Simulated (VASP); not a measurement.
# SnSe (Fm-3m) in VASP: a series of runs

The runs below take SnSe through single point, with LDA.

Everything below comes from runs of VASP 6.6.1. Logs are shortened: lines on timing, memory, paths and dates and some standing lists are left out, and cuts for length are marked.

**1. The cell of the first run**

The structure is cubic, space group Fm-3m (No. 225). Conventional cell: a = 6.020 Å, b = 6.020 Å, c = 6.020 Å, α = 90.00°, β = 90.00°, γ = 90.00°. Within 4.0 Å of Sn (site symmetry m-3m) lie 6 Se at 3.01 Å. Within 4.0 Å of Se (site symmetry m-3m) lie 6 Sn at 3.01 Å.

**2. Single point, LDA**

INCAR

```
ALGO = Normal
EDIFF = 1E-6
ENCUT = 500
GGA_COMPAT = False
ISIF = 2
ISMEAR = 1
LASPH = True
LCHARG = True
LELF = True
LREAL = False
LVHAR = True
LWAVE = False
NBANDS = 17
NELM = 120
PREC = Accurate
SIGMA = 0.02
```

KPOINTS

```
k-points
0
Gamma
  6 6 6
```

POSCAR

```
SnSe
1.0
    0.0000000000      3.0100000000      3.0100000000
    3.0100000000      0.0000000000      3.0100000000
    3.0100000000      3.0100000000      0.0000000000
Sn Se
1 1
Direct
    0.0000000000      0.0000000000      0.0000000000
    0.5000000000      0.5000000000      0.5000000000
```

Potentials or basis: VASP PAW LDA potentials, release 64 (Sn_d, Se).

Run with:

```sh
cat potpaw_LDA.64/Sn_d/POTCAR potpaw_LDA.64/Se/POTCAR > POTCAR
mpirun -np 1 vasp_std > vasp.out
```

OUTCAR:

```text
EDIFF = 1E-6
   ENCUT = 500
   ISIF = 2
   ISMEAR = 1
   LASPH = True
   LREAL = False
   NELM = 120
   PREC = Accurate

 ion  position               nearest neighbor table
   1  0.000  0.000  0.000-   2 3.01   2 3.01   2 3.01   2 3.01   2 3.01   2 3.01
   2  0.500  0.500  0.500-   1 3.01   1 3.01   1 3.01   1 3.01   1 3.01   1 3.01

  LATTYP: Found a face centered cubic cell.
 ALAT       =     6.0200000000

  Lattice vectors:

 A1 = (   0.0000000000,   3.0100000000,   3.0100000000)
 A2 = (   3.0100000000,   0.0000000000,   3.0100000000)
 A3 = (   3.0100000000,   3.0100000000,   0.0000000000)

Analysis of symmetry for initial positions (statically):
=====================================================================
 Subroutine PRICEL returns:
 Original cell was already a primitive cell.

 Routine SETGRP: Setting up the symmetry group for a
 face centered cubic supercell.

 Subroutine GETGRP returns: Found 48 space group operations
 (whereof 48 operations were pure point group operations)
 out of a pool of 48 trial point group operations.

The static configuration has the point symmetry O_h .

Analysis of symmetry for dynamics (positions and initial velocities):
=====================================================================
 Subroutine PRICEL returns:
 Original cell was already a primitive cell.

 Routine SETGRP: Setting up the symmetry group for a
 face centered cubic supercell.

 Subroutine GETGRP returns: Found 48 space group operations
 (whereof 48 operations were pure point group operations)
 out of a pool of 48 trial point group operations.

The dynamic configuration has the point symmetry O_h .

 Subroutine INISYM returns: Found 48 space group operations
 (whereof 48 operations are pure point group operations),
 and found     1 'primitive' translations

----------------------------------------------------------------------------------------

                                     Primitive cell

  volume of cell :      54.5418

  direct lattice vectors                    reciprocal lattice vectors
     0.000000000  3.010000000  3.010000000    -0.166112957  0.166112957  0.166112957
     3.010000000  0.000000000  3.010000000     0.166112957 -0.166112957  0.166112957
     3.010000000  3.010000000  0.000000000     0.166112957  0.166112957 -0.166112957

  length of vectors
     4.256782823  4.256782823  4.256782823     0.287716081  0.287716081  0.287716081

  position of ions in fractional coordinates (direct lattice)
     0.000000000  0.000000000  0.000000000
     0.500000000  0.500000000  0.500000000

  ion indices of the primitive-cell ions
   primitive index   ion index
                 1           1
                 2           2

----------------------------------------------------------------------------------------

 KPOINTS: k-points

Automatic generation of k-mesh.
 Grid dimensions read from file:
 generate k-points for:    6    6    6

 Generating k-lattice:

  Cartesian coordinates                     Fractional coordinates (reciprocal lattice)
    -0.027685493  0.027685493  0.027685493     0.166666667  0.000000000  0.000000000
     0.027685493 -0.027685493  0.027685493     0.000000000  0.166666667  0.000000000
     0.027685493  0.027685493 -0.027685493     0.000000000  0.000000000  0.166666667

  Length of vectors
     0.047952680  0.047952680  0.047952680

  Shift w.r.t. Gamma in fractional coordinates (k-lattice)
     0.000000000  0.000000000  0.000000000

 Subroutine IBZKPT returns following result:
 ===========================================

 Found     16 irreducible k-points:

 Following reciprocal coordinates:
            Coordinates               Weight
  0.000000  0.000000  0.000000      1.000000
  0.166667  0.000000  0.000000      8.000000
  0.333333  0.000000  0.000000      8.000000
  0.500000  0.000000  0.000000      4.000000
  0.166667  0.166667  0.000000      6.000000
  0.333333  0.166667  0.000000     24.000000
[... 8 lines left out ...]
 -0.333333  0.333333  0.166667     24.000000
 -0.333333  0.500000  0.166667     12.000000
   k-points           NKPTS =     16   k-points in BZ     NKDIM =     16   number of bands    NBANDS=     17
   number of dos      NEDOS =    301   number of ions     NIONS =      2
   total plane-waves  NPLWV =  32768
   dimension x,y,z NGX =    32 NGY =   32 NGZ =   32
   dimension x,y,z NGXF=    64 NGYF=   64 NGZF=   64
   ions per type =               1   1
   NGX,Y,Z   is equivalent  to a cutoff of  12.50, 12.50, 12.50 a.u.
   NGXF,Y,Z  is equivalent  to a cutoff of  24.99, 24.99, 24.99 a.u.
 SYSTEM =  unknown system
   PREC   = accura    normal or accurate (medium, high low for compatibility)
   ISTART =      0    job   : 0-new  1-cont  2-samecut
   ICHARG =      2    charge: 1-file 2-atom 10-const
   ISPIN  =      1    spin polarized calculation?
   LNONCOLLINEAR =      F non collinear calculations
   LSORBIT =      F    spin-orbit coupling
   LASPH  =      T    aspherical Exc in radial PAW
   ENCUT  =  500.0 eV  36.75 Ry    6.06 a.u.   7.76  7.76  7.76*2*pi/ulx,y,z
   NELM   =    120;   NELMIN=  2; NELMDL= -5     # of ELM steps
   EDIFF  = 0.1E-05   stopping-criterion for ELM
   LREAL  =      F    real-space projection
   EDIFFG = 0.1E-04   stopping-criterion for IOM
   NSW    =      0    number of steps for IOM
   IBRION =     -1    ionic relax: 0-MD 1-quasi-New 2-CG
   NFREE  =      0    steps in history (QN), initial steepest desc. (CG)
   ISIF   =      2    stress and relaxation
   ISYM   =      2    0-nonsym 1-usesym 2-fastsym
   POTIM  = 0.5000    time-step for ionic-motion
   TEBEG  =    0.0;   TEEND  =   0.0 temperature during run
   PSTRESS=    0.0 pullay stress
   NELECT =      20.0000    total number of electrons
   NUPDOWN=      -1.0000    fix difference up-down
   EMIN   =  10.00;   EMAX   =-10.00  energy-range for DOS
   EFERMI =   0.00;   METHOD = LEGACY
   ISMEAR =     1;   SIGMA  =   0.02  broadening in eV -4-tet -1-fermi 0-gaus
   EFERMI_NEDOS =   21; number of points for ismear=-14 and -15
   IALGO  =     38    algorithm
   IMIX   =      4    mixing-type and parameters
     AMIX     =   0.40;   BMIX     =  1.00
     AMIX_MAG =   1.60;   BMIX_MAG =  1.00
  volume/ion in A,a.u.               =      27.27       184.03
  Fermi-wavevector in a.u.,A,eV,Ry     =   1.171768  2.214321 18.681350  1.373040
  Thomas-Fermi vector in A             =   2.308207
   LORBIT       =      0    0 simple, 1 ext, 2 COOP (PROOUT), +10 PAW based schemes
   GGA     = CA    functional components
   LHFCALC =     F    Hartree Fock is set to
   AEXX    =    0.0000 exact exchange contribution
   IVDW    =     0    specifies the selected vdW correction
   LEPSILON=     F    determine dielectric tensor
   LRPA    =     F    only Hartree local field effects (RPA)
 non-spin polarized calculation
 Methfessel and Paxton  Order N= 1 SIGMA  =   0.02
  energy-cutoff  :      500.00
  volume of cell :       54.54
 maximum number of plane-waves:      1411
   NGX = 15   NGY = 15   NGZ = 15

 number of electron      20.0000006 magnetization

 Free energy of the ion-electron system (eV)
  ---------------------------------------------------
  ext. energy  EPLUGINS =         0.00000000
  ---------------------------------------------------
  free energy    TOTEN  =        -9.49319349 eV

  energy without entropy =       -9.49321496  energy(sigma->0) =       -9.49320064

 E-fermi :   5.3390     XC(G=0):  -9.8862

 val. band max:        5.3222097226   @ k =   0.5000   0.0000   0.0000
 cond. band min:       5.9450106956   @ k =   0.5000   0.0000   0.0000
 fundamental gap:      0.6228009730
 Fermi energy:         5.3390473670

 k-point     1 :       0.0000    0.0000    0.0000
  band No.  band energies     occupation
      1     -16.0804      2.00000
      2     -16.0804      2.00000
      3     -16.0780      2.00000
      4     -16.0780      2.00000
      5     -16.0780      2.00000
      6      -8.4607      2.00000
[... 9 lines left out ...]
     16      11.2849      0.00000
     17      13.5902      0.00000

 k-point     2 :       0.1667    0.0000    0.0000
  band No.  band energies     occupation
      1     -16.0821      2.00000
      2     -16.0821      2.00000
      3     -16.0774      2.00000
      4     -16.0750      2.00000
      5     -16.0750      2.00000
      6      -8.2700      2.00000
[... 9 lines left out ...]
     16      11.9103      0.00000
     17      15.2593      0.00000

 k-point     3 :       0.3333    0.0000    0.0000
  band No.  band energies     occupation
      1     -16.0861      2.00000
      2     -16.0861      2.00000
      3     -16.0761      2.00000
      4     -16.0685      2.00000
      5     -16.0685      2.00000
      6      -7.8134      2.00000
[... 9 lines left out ...]
     16      13.5418      0.00000
     17      17.1463      0.00000

 k-point     4 :       0.5000    0.0000    0.0000
  band No.  band energies     occupation
      1     -16.0881      2.00000
      2     -16.0881      2.00000
      3     -16.0755      2.00000
      4     -16.0652      2.00000
      5     -16.0652      2.00000
      6      -7.5261      2.00000
[... 9 lines left out ...]
     16      15.6414      0.00000
     17      15.6414      0.00000

 k-point     5 :       0.1667    0.1667    0.0000
  band No.  band energies     occupation
      1     -16.0857      2.00000
      2     -16.0797      2.00000
      3     -16.0785      2.00000
      4     -16.0736      2.00000
      5     -16.0736      2.00000
      6      -8.2064      2.00000
[... 9 lines left out ...]
     16      12.9567      0.00000
     17      13.9777      0.00000

 k-point     6 :       0.3333    0.1667    0.0000
  band No.  band energies     occupation
      1     -16.0909      2.00000
      2     -16.0801      2.00000
      3     -16.0789      2.00000
      4     -16.0696      2.00000
      5     -16.0675      2.00000
      6      -7.8353      2.00000
[... 9 lines left out ...]
     16      14.4520      0.00000
     17      16.0174      0.00000

 k-point     7 :       0.5000    0.1667    0.0000
  band No.  band energies     occupation
      1     -16.0926      2.00000
      2     -16.0838      2.00000
      3     -16.0750      2.00000
      4     -16.0676      2.00000
      5     -16.0643      2.00000
      6      -7.4651      2.00000
[... 9 lines left out ...]
     16      15.8104      0.00000
     17      16.1439      0.00000

 k-point     8 :      -0.3333    0.1667    0.0000
  band No.  band energies     occupation
      1     -16.0892      2.00000
      2     -16.0856      2.00000
      3     -16.0739      2.00000
      4     -16.0676      2.00000
      5     -16.0675      2.00000
      6      -7.5603      2.00000
[... 9 lines left out ...]
     16      14.7744      0.00000
     17      16.4610      0.00000

 k-point     9 :      -0.1667    0.1667    0.0000
  band No.  band energies     occupation
      1     -16.0845      2.00000
      2     -16.0840      2.00000
      3     -16.0765      2.00000
      4     -16.0733      2.00000
      5     -16.0698      2.00000
      6      -7.9864      2.00000
[... 9 lines left out ...]
     16      14.0048      0.00000
     17      14.6801      0.00000

 k-point    10 :       0.3333    0.3333    0.0000
  band No.  band energies     occupation
      1     -16.1003      2.00000
      2     -16.0831      2.00000
      3     -16.0746      2.00000
      4     -16.0646      2.00000
      5     -16.0646      2.00000
      6      -7.6074      2.00000
[... 9 lines left out ...]
     16      15.9535      0.00000
     17      16.3372      0.00000

 k-point    11 :       0.5000    0.3333    0.0000
  band No.  band energies     occupation
      1     -16.1034      2.00000
      2     -16.0812      2.00000
      3     -16.0759      2.00000
      4     -16.0632      2.00000
      5     -16.0619      2.00000
      6      -7.3276      2.00000
[... 9 lines left out ...]
     16      16.5237      0.00000
     17      16.8996      0.00000

 k-point    12 :      -0.3333    0.3333    0.0000
  band No.  band energies     occupation
      1     -16.0975      2.00000
      2     -16.0806      2.00000
      3     -16.0742      2.00000
      4     -16.0676      2.00000
      5     -16.0642      2.00000
      6      -7.3022      2.00000
[... 9 lines left out ...]
     16      14.5084      0.00000
     17      16.9504      0.00000

 k-point    13 :       0.5000    0.5000    0.0000
  band No.  band energies     occupation
      1     -16.1094      2.00000
      2     -16.0847      2.00000
      3     -16.0726      2.00000
      4     -16.0600      2.00000
      5     -16.0600      2.00000
      6      -7.2501      2.00000
[... 9 lines left out ...]
     16      16.9728      0.00000
     17      18.0754      0.00000

 k-point    14 :       0.5000    0.3333    0.1667
  band No.  band energies     occupation
      1     -16.0956      2.00000
      2     -16.0803      2.00000
      3     -16.0776      2.00000
      4     -16.0667      2.00000
      5     -16.0648      2.00000
      6      -7.4961      2.00000
[... 9 lines left out ...]
     16      15.3660      0.00000
     17      15.8809      0.00000

 k-point    15 :      -0.3333    0.3333    0.1667
  band No.  band energies     occupation
      1     -16.0970      2.00000
      2     -16.0814      2.00000
      3     -16.0725      2.00000
      4     -16.0710      2.00000
      5     -16.0623      2.00000
      6      -7.3021      2.00000
[... 9 lines left out ...]
     16      16.8428      0.00000
     17      16.8506      0.00000

 k-point    16 :      -0.3333    0.5000    0.1667
  band No.  band energies     occupation
      1     -16.1030      2.00000
      2     -16.0787      2.00000
      3     -16.0772      2.00000
      4     -16.0663      2.00000
      5     -16.0600      2.00000
      6      -7.2284      2.00000
[... 9 lines left out ...]
     16      16.5858      0.00000
     17      18.1823      0.00000

------------------------ aborting loop because EDIFF is reached ----------------------------------------

  FORCE on cell =-STRESS in cart. coord.  units (eV):
  Direction    XX          YY          ZZ          XY          YZ          ZX
  --------------------------------------------------------------------------------------
  -------------------------------------------------------------------------------------
  Total       -1.2199602     -1.2199602     -1.2199602      0.0000000     -0.0000000      0.0000000
  in kB      -35.8365972    -35.8365972    -35.8365972      0.0000000     -0.0000000      0.0000000
  external PRESSURE =     -35.8365972 kB  Pullay stress =       0.0000000 kB

 VOLUME and BASIS-vectors are now :
 -----------------------------------------------------------------------------
  energy-cutoff  :      500.00
  volume of cell :       54.54
      direct lattice vectors                 reciprocal lattice vectors
     0.000000000  3.010000000  3.010000000    -0.166112957  0.166112957  0.166112957
     3.010000000  0.000000000  3.010000000     0.166112957 -0.166112957  0.166112957
     3.010000000  3.010000000  0.000000000     0.166112957  0.166112957 -0.166112957

 POSITION                                       TOTAL-FORCE (eV/Angst)
 -----------------------------------------------------------------------------------
      0.00000      0.00000      0.00000         0.000000     -0.000000      0.000000
      3.01000      3.01000      3.01000        -0.000000      0.000000     -0.000000
 -----------------------------------------------------------------------------------
    total drift:                                0.000000     -0.000000     -0.000000

  FREE ENERGIE OF THE ION-ELECTRON SYSTEM (eV)
  ---------------------------------------------------
  free  energy   TOTEN  =        -9.4931934853 eV

  energy  without entropy=       -9.4932149590  energy(sigma->0) =       -9.49320064
```

It took 24 s on 1 thread of AMD EPYC 7R43 (Zen 3), shared host; peak memory 0.12 GiB.

What came out:

* Free energy: -9.4932 eV
* Pressure: -3.6 GPa
* Band gap on the k mesh: 0.62 eV

Levels at points of the mesh, in eV from the valence-band top:
| k point | band 7 | band 8 | band 9 | band 10 | band 11 | band 12 | band 13 | band 14 |
| --- | --- | --- | --- | --- | --- | --- | --- | --- |
| (0.00, 0.00, 0.00) | -5.09 | -2.08 | -2.08 | -2.08 | 4.32 | 4.32 | 4.32 | 5.96 |
| (0.50, 0.00, 0.00) | -8.01 | -1.82 | -1.82 | 0.00 | 0.62 | 1.29 | 1.29 | 8.25 |
| (0.50, 0.50, 0.00) | -6.01 | -5.38 | -3.53 | -3.53 | 3.09 | 5.35 | 5.35 | 5.97 |

Caveat: the cell stands under tension; spin-orbit coupling is left out, which moves the levels of the heavy elements.

**3. Single point, LDA**

INCAR

```
SYSTEM = SnSe
ALGO = Normal ; EDIFF = 1E-6
ENCUT = 500 ; GGA = CA
GGA_COMPAT = .False. ; ISIF = 2
ISMEAR = 1 ; LASPH = .True.
LCHARG = .False. ; LREAL = .False.
LWAVE = .False. ; NBANDS = 17
NELM = 120 ; PREC = Accurate
SIGMA = 0.02
```

KPOINTS

```
k-points
0
Gamma
  6 6 6
  0 0 0
```

POSCAR is that of step 2.

Potentials or basis: VASP PAW LDA potentials, release 64 (Sn_d, Se).

Run with:

```sh
cat potpaw_LDA.64/Sn_d/POTCAR potpaw_LDA.64/Se/POTCAR > POTCAR
mpirun -np 1 vasp_std > vasp.out
```

It took 20 s on 1 thread of AMD EPYC 7R43 (Zen 3), shared host; peak memory 0.12 GiB.

It converged, with:

- Free energy: -9.4932 eV
- Pressure: -3.6 GPa
- Band gap on the k mesh: 0.62 eV

Levels at points of the mesh, in eV from the valence-band top:
| k point | band 8 | band 9 | band 10 | band 11 | band 12 | band 13 |
| --- | --- | --- | --- | --- | --- | --- |
| (0.00, 0.00, 0.00) | -2.08 | -2.08 | -2.08 | 4.32 | 4.32 | 4.32 |
| (0.50, 0.00, 0.00) | -1.82 | -1.82 | 0.00 | 0.62 | 1.29 | 1.29 |
| (0.50, 0.50, 0.00) | -5.38 | -3.53 | -3.53 | 3.09 | 5.35 | 5.35 |

Caveat: the cell stands under tension; spin-orbit coupling is left out, which moves the levels of the heavy elements. A k mesh can miss the band edges.

**4. Single point, LDA**

INCAR

```
PREC = Accurate
ENCUT = 500
EDIFF = 1E-6
ISMEAR = 1
SIGMA = 0.02
LREAL = False
LASPH = True
NELM = 120
ALGO = Normal
ISIF = 2
LWAVE = False
LCHARG = False
GGA = CA
NBANDS = 17
GGA_COMPAT = False
```

KPOINTS

```
Automatic mesh
0
Gamma
  6 6 6
```

POSCAR is that of step 3.

Run with:

```sh
cat potpaw_LDA.64/Sn_d/POTCAR potpaw_LDA.64/Se/POTCAR > POTCAR
mpirun -np 1 vasp_std > vasp.out
```

Run time: 15 s. Hardware: 1 thread of AMD EPYC 7R43 (Zen 3), shared host; peak memory 0.12 GiB.

It converged, with:

```
Free energy            : -9.4932 eV
Pressure               : -3.6 GPa
Band gap on the k mesh : 0.62 eV
```

Levels at points of the mesh, in eV from the valence-band top:
| k point | band 6 | band 7 | band 8 | band 9 | band 10 | band 11 | band 12 | band 13 | band 14 | band 15 |
| --- | --- | --- | --- | --- | --- | --- | --- | --- | --- | --- |
| (0.00, 0.00, 0.00) | -13.78 | -5.09 | -2.08 | -2.08 | -2.08 | 4.32 | 4.32 | 4.32 | 5.96 | 5.96 |
| (0.50, 0.00, 0.00) | -12.85 | -8.01 | -1.82 | -1.82 | 0.00 | 0.62 | 1.29 | 1.29 | 8.25 | 10.15 |
| (0.50, 0.50, 0.00) | -12.57 | -6.01 | -5.38 | -3.53 | -3.53 | 3.09 | 5.35 | 5.35 | 5.97 | 10.61 |

Caveat: the cell stands under tension; spin-orbit coupling is left out, which moves the levels of the heavy elements. A k mesh can miss the band edges.
